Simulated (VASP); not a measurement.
# PbS (kl) (Fm-3m) in VASP: a series of runs

The runs below take PbS (kl) through single point, relaxation of cell and atoms, with LDA.

Everything below comes from runs of VASP 6.6.1. Logs are shortened: lines on timing, memory, paths and dates and some standing lists are left out, and cuts for length are marked.

## (1) The cell of the first run

Symmetry: Fm-3m, No. 225, cubic system. The conventional cell has a = 5.976 Å, b = 5.976 Å, c = 5.976 Å, α = 90.00°, β = 90.00°, γ = 90.00°. Within 3.9 Å of Pb (site symmetry m-3m) lie 6 S at 2.99 Å. S (site symmetry m-3m) has 6 Pb at 2.99 Å within 3.9 Å.

## (2) Single point, LDA

Input file INCAR:

```
  PREC = Accurate
  ENCUT = 500
  EDIFF = 1E-6
  ISMEAR = 0
  SIGMA = 0.1
  LREAL = False
  LASPH = True
  NELM = 120
  ALGO = Normal
  ISIF = 2
  LWAVE = False
  LCHARG = False
  NBANDS = 17
  GGA_COMPAT = False
```

Input file KPOINTS:

```
regular mesh
0
Gamma
  6 6 6
```

Input file POSCAR:

```
PbS
1.0
    0.0000000000      2.9880867000      2.9880867000
    2.9880867000      0.0000000000      2.9880867000
    2.9880867000      2.9880867000      0.0000000000
Pb S
1 1
Direct
    0.5000000000      0.5000000000      0.5000000000
    0.0000000000      0.0000000000      0.0000000000
```

Potentials or basis: VASP PAW LDA potentials, release 64 (Pb_d, S).

Command:

```bash
$ cat potpaw_LDA.64/Pb_d/POTCAR potpaw_LDA.64/S/POTCAR > POTCAR
$ mpirun -np 1 vasp_std > vasp.out
```

OUTCAR:

```text
PREC = Accurate
   ENCUT = 500
   EDIFF = 1E-6
   ISMEAR = 0
   LREAL = False
   LASPH = True
   NELM = 120
   ISIF = 2

 ion  position               nearest neighbor table
   1  0.500  0.500  0.500-   2 2.99   2 2.99   2 2.99   2 2.99   2 2.99   2 2.99
   2  0.000  0.000  0.000-   1 2.99   1 2.99   1 2.99   1 2.99   1 2.99   1 2.99

  LATTYP: Found a face centered cubic cell.
 ALAT       =     5.9761734000

  Lattice vectors:

 A1 = (   0.0000000000,   2.9880867000,   2.9880867000)
 A2 = (   2.9880867000,   0.0000000000,   2.9880867000)
 A3 = (   2.9880867000,   2.9880867000,   0.0000000000)

Analysis of symmetry for initial positions (statically):
=====================================================================
 Subroutine PRICEL returns:
 Original cell was already a primitive cell.

 Routine SETGRP: Setting up the symmetry group for a
 face centered cubic supercell.

 Subroutine GETGRP returns: Found 48 space group operations
 (whereof 48 operations were pure point group operations)
 out of a pool of 48 trial point group operations.

The static configuration has the point symmetry O_h .

Analysis of symmetry for dynamics (positions and initial velocities):
=====================================================================
 Subroutine PRICEL returns:
 Original cell was already a primitive cell.

 Routine SETGRP: Setting up the symmetry group for a
 face centered cubic supercell.

 Subroutine GETGRP returns: Found 48 space group operations
 (whereof 48 operations were pure point group operations)
 out of a pool of 48 trial point group operations.

The dynamic configuration has the point symmetry O_h .

 Subroutine INISYM returns: Found 48 space group operations
 (whereof 48 operations are pure point group operations),
 and found     1 'primitive' translations

----------------------------------------------------------------------------------------

                                     Primitive cell

  volume of cell :      53.3592

  direct lattice vectors                    reciprocal lattice vectors
     0.000000000  2.988086700  2.988086700    -0.167331155  0.167331155  0.167331155
     2.988086700  0.000000000  2.988086700     0.167331155 -0.167331155  0.167331155
     2.988086700  2.988086700  0.000000000     0.167331155  0.167331155 -0.167331155

  length of vectors
     4.225792737  4.225792737  4.225792737     0.289826063  0.289826063  0.289826063

  position of ions in fractional coordinates (direct lattice)
     0.500000000  0.500000000  0.500000000
     0.000000000  0.000000000  0.000000000

  ion indices of the primitive-cell ions
[... 66 lines left out ...]
   EDIFF  = 0.1E-05   stopping-criterion for ELM
   LREAL  =      F    real-space projection
   EDIFFG = 0.1E-04   stopping-criterion for IOM
   NSW    =      0    number of steps for IOM
   IBRION =     -1    ionic relax: 0-MD 1-quasi-New 2-CG
   NFREE  =      0    steps in history (QN), initial steepest desc. (CG)
   ISIF   =      2    stress and relaxation
   ISYM   =      2    0-nonsym 1-usesym 2-fastsym
   POTIM  = 0.5000    time-step for ionic-motion
   TEBEG  =    0.0;   TEEND  =   0.0 temperature during run
   PSTRESS=    0.0 pullay stress
   NELECT =      20.0000    total number of electrons
   NUPDOWN=      -1.0000    fix difference up-down
   EMIN   =  10.00;   EMAX   =-10.00  energy-range for DOS
   EFERMI =   0.00;   METHOD = LEGACY
   ISMEAR =     0;   SIGMA  =   0.10  broadening in eV -4-tet -1-fermi 0-gaus
   EFERMI_NEDOS =   21; number of points for ismear=-14 and -15
   IALGO  =     38    algorithm
   IMIX   =      4    mixing-type and parameters
     AMIX     =   0.40;   BMIX     =  1.00
     AMIX_MAG =   1.60;   BMIX_MAG =  1.00
  volume/ion in A,a.u.               =      26.68       180.04
  Fermi-wavevector in a.u.,A,eV,Ry     =   1.180361  2.230559 18.956356  1.393253
  Thomas-Fermi vector in A             =   2.316655
   LORBIT       =      0    0 simple, 1 ext, 2 COOP (PROOUT), +10 PAW based schemes
   GGA     = CA    functional components
   LHFCALC =     F    Hartree Fock is set to
   AEXX    =    0.0000 exact exchange contribution
   IVDW    =     0    specifies the selected vdW correction
   LEPSILON=     F    determine dielectric tensor
   LRPA    =     F    only Hartree local field effects (RPA)
 non-spin polarized calculation
 Gauss-broadening in eV      SIGMA  =   0.10
  energy-cutoff  :      500.00
  volume of cell :       53.36
 maximum number of plane-waves:      1363
   NGX = 15   NGY = 15   NGZ = 15

 number of electron      20.0000001 magnetization

 Free energy of the ion-electron system (eV)
  ---------------------------------------------------
  ext. energy  EPLUGINS =         0.00000000
  ---------------------------------------------------
  free energy    TOTEN  =        -9.96134437 eV

  energy without entropy =       -9.96107687  energy(sigma->0) =       -9.96121062

 E-fermi :   5.4199     XC(G=0):  -9.9274

 val. band max:        5.2764835104   @ k =   0.5000   0.0000   0.0000
 cond. band min:       5.5632319880   @ k =   0.5000   0.0000   0.0000
 fundamental gap:      0.2867484776
 Fermi energy:         5.4198577475

 k-point     1 :       0.0000    0.0000    0.0000
  band No.  band energies     occupation
      1     -11.4363      2.00000
      2     -11.4363      2.00000
      3     -11.4363      2.00000
      4     -11.4267      2.00000
      5     -11.4267      2.00000
      6      -8.0716      2.00000
[... 297 lines left out ...]
      4     -11.3999      2.00000
      5     -11.3785      2.00000
      6      -6.4067      2.00000
[... 9 lines left out ...]
     16      17.0302      0.00000
     17      17.5964      0.00000

------------------------ aborting loop because EDIFF is reached ----------------------------------------

  FORCE on cell =-STRESS in cart. coord.  units (eV):
  Direction    XX          YY          ZZ          XY          YZ          ZX
  --------------------------------------------------------------------------------------
  -------------------------------------------------------------------------------------
  Total       -1.2434862     -1.2434862     -1.2434862      0.0000000      0.0000000      0.0000000
  in kB      -37.3372184    -37.3372184    -37.3372184      0.0000000      0.0000000      0.0000000
  external PRESSURE =     -37.3372184 kB  Pullay stress =       0.0000000 kB

 VOLUME and BASIS-vectors are now :
 -----------------------------------------------------------------------------
  energy-cutoff  :      500.00
  volume of cell :       53.36
      direct lattice vectors                 reciprocal lattice vectors
     0.000000000  2.988086700  2.988086700    -0.167331155  0.167331155  0.167331155
     2.988086700  0.000000000  2.988086700     0.167331155 -0.167331155  0.167331155
     2.988086700  2.988086700  0.000000000     0.167331155  0.167331155 -0.167331155

 POSITION                                       TOTAL-FORCE (eV/Angst)
 -----------------------------------------------------------------------------------
      2.98809      2.98809      2.98809        -0.000000     -0.000000     -0.000000
      0.00000      0.00000      0.00000         0.000000      0.000000      0.000000
 -----------------------------------------------------------------------------------
    total drift:                                0.000000     -0.000000      0.000000

  FREE ENERGIE OF THE ION-ELECTRON SYSTEM (eV)
  ---------------------------------------------------
  free  energy   TOTEN  =        -9.9613443693 eV

  energy  without entropy=       -9.9610768728  energy(sigma->0) =       -9.96121062
```

OSZICAR:

```text
N       E                     dE             d eps       ncg     rms          rms(c)
DAV:   1     0.148212311913E+03    0.14821E+03   -0.95983E+03   544   0.119E+03
DAV:   2     0.676508449444E+00   -0.14754E+03   -0.14180E+03   587   0.301E+02
DAV:   3    -0.101894276807E+02   -0.10866E+02   -0.10806E+02   714   0.855E+01
DAV:   4    -0.104238169329E+02   -0.23439E+00   -0.23420E+00   686   0.142E+01
DAV:   5    -0.104316643918E+02   -0.78475E-02   -0.78462E-02   753   0.257E+00    0.428E+00
DAV:   6    -0.997223360582E+01    0.45943E+00   -0.13989E+00   846   0.775E+00    0.299E+00
DAV:   7    -0.996571489609E+01    0.65187E-02   -0.10642E-01   692   0.163E+00    0.172E+00
DAV:   8    -0.996183473334E+01    0.38802E-02   -0.13704E-02   666   0.109E+00    0.310E-01
DAV:   9    -0.996131746234E+01    0.51727E-03   -0.30035E-03   818   0.404E-01    0.828E-02
DAV:  10    -0.996135097747E+01   -0.33515E-04   -0.16638E-04   640   0.749E-02    0.712E-02
DAV:  11    -0.996134450393E+01    0.64735E-05   -0.19233E-05   754   0.456E-02    0.507E-03
DAV:  12    -0.996134436927E+01    0.13466E-06   -0.87921E-07   442   0.131E-02
   1 F= -.99613444E+01 E0= -.99612106E+01  d E =-.267496E-03
```

stdout:

```text
POSCAR found type information on POSCAR PbS
 POSCAR found :  2 types and       2 ions
 scaLAPACK will be used
 LDA part: xc-table for (Slater(with rela. corr.)+CA(PZ))
 , standard interpolation
 POSCAR, INCAR and KPOINTS ok, starting setup
 FFT: planning ... GRIDC
 FFT: planning ... GRID_SOFT
 FFT: planning ... GRID
 WAVECAR not read
 entering main loop
```

Run time: 5.9 s. Hardware: 1 thread of Intel Xeon Platinum 8559C (Emerald Rapids), shared host; peak memory 0.15 GiB.

Results:

```yaml
Free_energy: -9.9613 eV
Pressure: -3.7 GPa
Band_gap_on_the_k_mesh: 0.29 eV, direct
```

Levels at points of the mesh, in eV from the valence-band top:
| k point | band 7 | band 8 | band 9 | band 10 | band 11 | band 12 | band 13 | band 14 |
| --- | --- | --- | --- | --- | --- | --- | --- | --- |
| (0.00, 0.00, 0.00) | -6.10 | -2.03 | -2.03 | -2.03 | 5.03 | 5.03 | 5.03 | 6.72 |
| (0.50, 0.00, 0.00) | -8.78 | -1.64 | -1.64 | 0.00 | 0.29 | 1.90 | 1.90 | 8.47 |
| (0.50, 0.50, 0.00) | -7.22 | -5.04 | -3.30 | -3.30 | 3.85 | 5.41 | 5.50 | 5.50 |

Caveat: spin-orbit coupling is left out, which moves the levels of the heavy elements. A k mesh can miss the band edges.

(Part 1 of 2 ends here.)
